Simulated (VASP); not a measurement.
# GeS (Pnma) in VASP: a series of runs, part 2 of 2

VASP 6.6.1. Earlier steps stand in the parts before.

### 3 Single point, PBE+D3(BJ)

File INCAR:

```
PREC     = Accurate       # precision mode
ENCUT    = 500            # plane-wave cutoff, eV
EDIFF    = 1E-6           # SCF threshold, eV
ISMEAR   = 0              # smearing method
SIGMA    = 0.02           # smearing width, eV
LREAL    = False          # projectors in reciprocal space
LASPH    = True           # aspherical terms in the spheres
NELM     = 120            # most SCF steps
ALGO     = Normal         # electronic algorithm
ISIF     = 2              # what is computed and relaxed
LWAVE    = False          # write WAVECAR
LCHARG   = False          # write CHGCAR
GGA      = PE             # functional
IVDW     = 12             # dispersion correction
NBANDS   = 50             # bands
GGA_COMPAT= False
```

File KPOINTS:

```
regular mesh
0
Gamma
  4 8 6
```

File POSCAR:

```
GeS
1.0
   10.6563156810      0.0000000000      0.0000000000
    0.0000000000      3.6793767028      0.0000000000
    0.0000000000      0.0000000000      4.3580862043
Ge S
4 4
Direct
    0.1244538412      0.2500000000      0.1352405786
    0.3755461588      0.7500000000      0.6352405786
    0.6244538412      0.2500000000      0.3647594214
    0.8755461588      0.7500000000      0.8647594214
    0.8493944109      0.2500000000      0.4949234742
    0.6506055891      0.7500000000     -0.0050765258
    0.3493944109      0.2500000000      1.0050765258
    0.1506055891      0.7500000000      0.5050765258
```

Potentials or basis: VASP PAW PBE potentials, release 64 (Ge_d, S).

Launch:

```
$ cat potpaw_PBE.64/Ge_d/POTCAR potpaw_PBE.64/S/POTCAR > POTCAR
$ mpirun -np 1 vasp_std > vasp.out
```

OUTCAR:

```text
PREC = Accurate
   ENCUT = 500
   EDIFF = 1E-6
   ISMEAR = 0
   LREAL = False
   LASPH = True
   NELM = 120
   ISIF = 2
   GGA = PE
   IVDW = 12
 IVDW          = 12

 ion  position               nearest neighbor table
   1  0.124  0.250  0.135-   8 2.46   8 2.46   7 2.46
   2  0.376  0.750  0.635-   7 2.46   7 2.46   8 2.46
   3  0.624  0.250  0.365-   6 2.46   6 2.46   5 2.46
   4  0.876  0.750  0.865-   5 2.46   5 2.46   6 2.46
   5  0.849  0.250  0.495-   4 2.46   4 2.46   3 2.46
   6  0.651  0.750  0.995-   3 2.46   3 2.46   4 2.46
   7  0.349  0.250  0.005-   2 2.46   2 2.46   1 2.46
   8  0.151  0.750  0.505-   1 2.46   1 2.46   2 2.46

  LATTYP: Found a simple orthorhombic cell.
 ALAT       =     3.6793767028
 B/A-ratio  =     1.1844631731
 C/A-ratio  =     2.8962285033

  Lattice vectors:

 A1 = (   0.0000000000,   3.6793767028,   0.0000000000)
 A2 = (   0.0000000000,   0.0000000000,   4.3580862043)
 A3 = (  10.6563156810,   0.0000000000,   0.0000000000)

Analysis of symmetry for initial positions (statically):
=====================================================================
 Subroutine PRICEL returns:
 Original cell was already a primitive cell.

 Routine SETGRP: Setting up the symmetry group for a
 simple orthorhombic supercell.

 Subroutine GETGRP returns: Found  8 space group operations
 (whereof  2 operations were pure point group operations)
 out of a pool of  8 trial point group operations.

The static configuration has the point symmetry S_2 .
 The point group associated with its full space group is D_2h.

Analysis of symmetry for dynamics (positions and initial velocities):
=====================================================================
 Subroutine PRICEL returns:
 Original cell was already a primitive cell.
[... 143 lines left out ...]
  Fermi-wavevector in a.u.,A,eV,Ry     =   1.271196  2.402212 21.986181  1.615939
  Thomas-Fermi vector in A             =   2.404142
   LORBIT       =      0    0 simple, 1 ext, 2 COOP (PROOUT), +10 PAW based schemes
   GGA     = PE    functional components
   LHFCALC =     F    Hartree Fock is set to
   AEXX    =    0.0000 exact exchange contribution
   IVDW    =    12    specifies the selected vdW correction
   LEPSILON=     F    determine dielectric tensor
   LRPA    =     F    only Hartree local field effects (RPA)
 non-spin polarized calculation
 Gauss-broadening in eV      SIGMA  =   0.02
  energy-cutoff  :      500.00
  volume of cell :      170.87
 maximum number of plane-waves:      4372
 NGX is ok and might be reduce to    80
   NGX = 39   NGY = 13   NGZ = 15

 number of electron      80.0000039 magnetization

 Free energy of the ion-electron system (eV)
  ---------------------------------------------------
  ext. energy  EPLUGINS =         0.00000000
  ---------------------------------------------------
  free energy    TOTEN  =       -36.63899004 eV

  energy without entropy =      -36.63899004  energy(sigma->0) =      -36.63899004

 E-fermi :   4.6445     XC(G=0):  -9.9174

 val. band max:        4.5200631491   @ k =   0.0000   0.0000   0.3333
 cond. band min:       5.7500932982   @ k =   0.0000   0.0000   0.0000
 fundamental gap:      1.2300301491
 Fermi energy:         4.6445291466

 k-point     1 :       0.0000    0.0000    0.0000
  band No.  band energies     occupation
      1     -19.8189      2.00000
      2     -19.8165      2.00000
      3     -19.8120      2.00000
      4     -19.8105      2.00000
      5     -19.8098      2.00000
      6     -19.8088      2.00000
[... 1261 lines left out ...]
     49       9.3370      0.00000
     50       9.3370      0.00000

 [... further k-points ...]

------------------------ aborting loop because EDIFF is reached ----------------------------------------

 Edisp (eV)   -2.61802

 E8    (eV) :    -1.0684

  FORCE on cell =-STRESS in cart. coord.  units (eV):
  Direction    XX          YY          ZZ          XY          YZ          ZX
  --------------------------------------------------------------------------------------
  -------------------------------------------------------------------------------------
  Total      -0.10260    -0.10118    -0.08010     0.00000     0.00000     0.00000
  in kB      -0.96203    -0.94873    -0.75100     0.00000     0.00000     0.00000
  external pressure =       -0.89 kB  Pullay stress =        0.00 kB

 VOLUME and BASIS-vectors are now :
 -----------------------------------------------------------------------------
  energy-cutoff  :      500.00
  volume of cell :      170.87
      direct lattice vectors                 reciprocal lattice vectors
    10.656315681  0.000000000  0.000000000     0.093841064  0.000000000  0.000000000
     0.000000000  3.679376703  0.000000000     0.000000000  0.271785164  0.000000000
     0.000000000  0.000000000  4.358086204     0.000000000  0.000000000  0.229458518

 POSITION                                       TOTAL-FORCE (eV/Angst)
 -----------------------------------------------------------------------------------
      1.32622      0.91984      0.58939         0.001246     -0.000000     -0.006628
      4.00194      2.75953      2.76843        -0.001246     -0.000000     -0.006628
      6.65438      0.91984      1.58965         0.001246      0.000000      0.006628
      9.33010      2.75953      3.76870        -0.001246      0.000000      0.006628
      9.05141      0.91984      2.15692        -0.001391     -0.000000     -0.005259
      6.93306      2.75953      4.33596         0.001391      0.000000     -0.005259
      3.72326      0.91984      0.02212        -0.001391      0.000000      0.005259
      1.60490      2.75953      2.20117         0.001391      0.000000      0.005259
 -----------------------------------------------------------------------------------
    total drift:                               -0.000000      0.000000     -0.000000

  FREE ENERGIE OF THE ION-ELECTRON SYSTEM (eV)
  ---------------------------------------------------
  free  energy   TOTEN  =       -39.2570073204 eV

  energy  without entropy=      -39.2570073204  energy(sigma->0) =      -39.25700732
```

Wall time 3 min (1 thread of Intel Xeon Platinum 8559C (Emerald Rapids), shared host); peak memory 0.49 GiB.

Results:

```yaml
Free_energy: -39.2570 eV
Pressure: -0.1 GPa
Largest_force: 0.007 eV/Å
Band_gap_on_the_k_mesh: 1.23 eV, indirect (least direct gap 1.26 eV)
Dispersion_energy_per_atom: -0.327 eV
```

Forces in eV/Å, atoms in the order of the input:
```
Ge   0.001  0.000 -0.007
Ge  -0.001  0.000 -0.007
Ge   0.001  0.000  0.007
Ge  -0.001  0.000  0.007
S   -0.001  0.000 -0.005
S    0.001  0.000 -0.005
S   -0.001  0.000  0.005
S    0.001  0.000  0.005
```

Levels at points of the mesh, in eV from the valence-band top:
| k point | band 38 | band 39 | band 40 | band 41 | band 42 | band 43 |
| --- | --- | --- | --- | --- | --- | --- |
| (0.00, 0.00, 0.00) | -0.82 | -0.73 | -0.03 | 1.23 | 2.72 | 2.84 |
| (0.50, 0.00, 0.00) | -1.78 | -0.32 | -0.32 | 2.52 | 2.52 | 2.66 |
| (0.00, 0.50, 0.00) | -1.35 | -1.01 | -1.01 | 1.56 | 1.56 | 1.64 |
| (0.50, 0.50, 0.00) | -1.37 | -1.37 | -1.37 | 1.84 | 1.84 | 1.84 |
| (0.00, 0.00, 0.50) | -0.85 | -0.21 | -0.21 | 1.75 | 1.75 | 2.55 |
| (0.50, 0.00, 0.50) | -0.65 | -0.24 | -0.24 | 1.74 | 1.74 | 2.45 |
| (0.00, 0.50, 0.50) | -2.04 | -1.23 | -1.23 | 3.17 | 3.17 | 3.40 |
| (0.50, 0.50, 0.50) | -1.36 | -1.36 | -1.36 | 2.96 | 2.96 | 2.96 |

### 4 Single point, PBE+D3(BJ)

This run uses another cell than the first one, of 20.54 Å³/atom, 0.961 times its volume.

File INCAR:

```
SYSTEM = GeS
PREC = Accurate
ENCUT = 500
EDIFF = 1E-6
ISMEAR = 0
SIGMA = 0.1
LREAL = .False.
LASPH = .True.
NELM = 120
ALGO = Normal
ISIF = 2
LWAVE = .False.
LCHARG = .True.
GGA = PE
IVDW = 12
LELF = .True.
LVHAR = .True.
NBANDS = 50
GGA_COMPAT = .False.
```

File KPOINTS:

```
Automatic mesh
0
Gamma
  2 6 4
  0 0 0
```

File POSCAR:

```
GeS
1.0
   10.4810000000      0.0000000000      0.0000000000
    0.0000000000      3.6460000000      0.0000000000
    0.0000000000      0.0000000000      4.2990000000
Ge S
4 4
Direct
    0.1221000000      0.2500000000      0.1277000000
    0.3779000000      0.7500000000      0.6277000000
    0.6221000000      0.2500000000      0.3723000000
    0.8779000000      0.7500000000      0.8723000000
    0.8495000000      0.2500000000      0.5023000000
    0.6505000000      0.7500000000      0.0023000000
    0.3495000000      0.2500000000      0.9977000000
    0.1505000000      0.7500000000      0.4977000000
```

Launch:

```
$ cat potpaw_PBE.64/Ge_d/POTCAR potpaw_PBE.64/S/POTCAR > POTCAR
$ mpirun -np 1 vasp_std > vasp.out
```

Run time: 2.1 min. Hardware: 1 thread of Intel Xeon Platinum 8559C (Emerald Rapids), shared host; peak memory 0.33 GiB.

Results (log left out):

- Free energy: -39.1861 eV
- Pressure: 2.3 GPa
- Largest force: 0.098 eV/Å
- Band gap on the k mesh: 1.12 eV, direct
- Dispersion energy per atom: -0.327 eV

Forces on the atoms (eV/Å):
```
Ge   0.008  0.000 -0.052
Ge  -0.008  0.000 -0.052
Ge   0.008  0.000  0.052
Ge  -0.008  0.000  0.052
S    0.048  0.000 -0.085
S   -0.048  0.000 -0.085
S    0.048  0.000  0.085
S   -0.048  0.000  0.085
```

Stress tensor (GPa, compression positive):
```
2.32 0.00 0.00
0.00 2.51 0.00
0.00 0.00 2.03
```

Levels at points of the mesh, in eV from the valence-band top:
```csv
k point,band 36,band 37,band 38,band 39,band 40,band 41,band 42,band 43,band 44,band 45
"(0.00, 0.00, 0.00)",-2.07,-1.67,-0.84,-0.84,0.00,1.12,2.58,2.78,3.05,3.16
"(0.50, 0.00, 0.00)",-2.08,-1.91,-1.91,-0.36,-0.36,2.42,2.42,2.62,2.62,3.89
"(0.00, 0.50, 0.00)",-2.25,-1.44,-1.44,-1.11,-1.11,1.57,1.57,1.59,1.59,2.37
"(0.50, 0.50, 0.00)",-2.51,-1.47,-1.47,-1.47,-1.47,1.84,1.84,1.84,1.84,2.66
"(0.00, 0.00, 0.50)",-1.65,-0.95,-0.95,-0.18,-0.18,1.73,1.73,2.60,2.60,2.84
"(0.50, 0.00, 0.50)",-2.23,-0.73,-0.73,-0.21,-0.21,1.71,1.71,2.46,2.46,2.90
"(0.00, 0.50, 0.50)",-3.58,-2.17,-2.17,-1.38,-1.38,3.16,3.16,3.33,3.33,4.95
"(0.50, 0.50, 0.50)",-4.16,-1.43,-1.43,-1.43,-1.43,2.85,2.85,2.85,2.85,4.88
```

A k mesh can miss the band edges.

### 5 Single point, PBE+D3(BJ) (volume scaled by 0.97, then relaxed in part)

File INCAR:

```
SYSTEM = GeS
ALGO = Normal
EDIFF = 1E-6
ENCUT = 500
GGA = PE
GGA_COMPAT = .False.
ISIF = 2
ISMEAR = 0
IVDW = 12
LASPH = .True.
LCHARG = .False.
LREAL = .False.
LWAVE = .False.
NBANDS = 50
NELM = 120
PREC = Accurate
SIGMA = 0.02
```

File KPOINTS:

```
k-points
0
Gamma
  4 8 6
  0 0 0
```

File POSCAR:

```
GeS
1.0
   10.5433161885      0.0000000000      0.0000000000
    0.0000000000      3.6743021435      0.0000000000
    0.0000000000      0.0000000000      4.2785517108
Ge S
4 4
Direct
    0.1235034101      0.2500000000      0.1310202709
    0.3764965899      0.7500000000      0.6310202709
    0.6235034101      0.2500000000      0.3689797291
    0.8764965899      0.7500000000      0.8689797291
    0.8506989072      0.2500000000      0.4934601063
    0.6493010928      0.7500000000     -0.0065398937
    0.3506989072      0.2500000000      1.0065398937
    0.1493010928      0.7500000000      0.5065398937
```

Launch:

```
$ cat potpaw_PBE.64/Ge_d/POTCAR potpaw_PBE.64/S/POTCAR > POTCAR
$ mpirun -np 1 vasp_std > vasp.out
```

It took 6.1 min on 1 thread of AMD EPYC 7R43 (Zen 3), shared host; peak memory 0.44 GiB.

Results (log left out):

* Free energy: -39.2292 eV
* Pressure: 1.6 GPa
* Largest force: 0.007 eV/Å
* Band gap on the k mesh: 1.10 eV, indirect (least direct gap 1.23 eV)
* Dispersion energy per atom: -0.328 eV

Forces on the atoms (eV/Å):
```
Ge  -0.001  0.000 -0.005
Ge   0.001  0.000 -0.005
Ge  -0.001  0.000  0.005
Ge   0.001  0.000  0.005
S    0.005  0.000 -0.005
S   -0.005  0.000 -0.005
S    0.005  0.000  0.005
S   -0.005  0.000  0.005
```

Levels at points of the mesh, in eV from the valence-band top:
```tsv
k point	band 36	band 37	band 38	band 39	band 40	band 41	band 42	band 43	band 44	band 45
(0.00, 0.00, 0.00)	-2.07	-1.67	-0.92	-0.80	-0.12	1.10	2.70	2.81	3.05	3.23
(0.50, 0.00, 0.00)	-2.09	-1.91	-1.91	-0.40	-0.40	2.50	2.50	2.64	2.64	3.87
(0.00, 0.50, 0.00)	-2.20	-1.35	-1.35	-1.05	-1.05	1.53	1.53	1.57	1.57	2.31
(0.50, 0.50, 0.00)	-2.49	-1.40	-1.40	-1.40	-1.40	1.81	1.81	1.81	1.81	2.62
(0.00, 0.00, 0.50)	-1.65	-0.87	-0.87	-0.22	-0.22	1.68	1.68	2.52	2.52	2.75
(0.50, 0.00, 0.50)	-2.19	-0.66	-0.66	-0.25	-0.25	1.65	1.65	2.41	2.41	2.81
(0.00, 0.50, 0.50)	-3.54	-2.21	-2.21	-1.36	-1.36	3.14	3.14	3.42	3.42	5.00
(0.50, 0.50, 0.50)	-4.12	-1.47	-1.47	-1.47	-1.47	2.90	2.90	2.90	2.90	4.92
```

Caveat: the cell differs from its parent crystal (volume scaled by 0.97, then relaxed in part). A k mesh can miss the band edges.

### 6 The runs side by side

| cell | k mesh | smearing | gap on the mesh (eV) | pressure (GPa) | largest force (eV/Å) |
| --- | --- | --- | --- | --- | --- |
| a = 10.656, b = 3.679, c = 4.358 Å, 8 atoms | 4 × 8 × 6 | gaussian 0.02 eV | 1.23 | -0.1 | 0.01 |
| a = 10.481, b = 3.646, c = 4.299 Å, 8 atoms | 2 × 6 × 4 | gaussian 0.1 eV | 1.12 | 2.3 | 0.10 |
| a = 10.543, b = 3.674, c = 4.279 Å, 8 atoms | 4 × 8 × 6 | gaussian 0.02 eV | 1.10 | 1.6 | 0.01 |

Alike in all rows: task single point; level PBE+D3(BJ); potentials or basis VASP PAW PBE potentials, release 64 (Ge_d, S); no spin polarisation; cutoff (eV) 500.

Absolute energies hang on the potentials; compare differences alone.
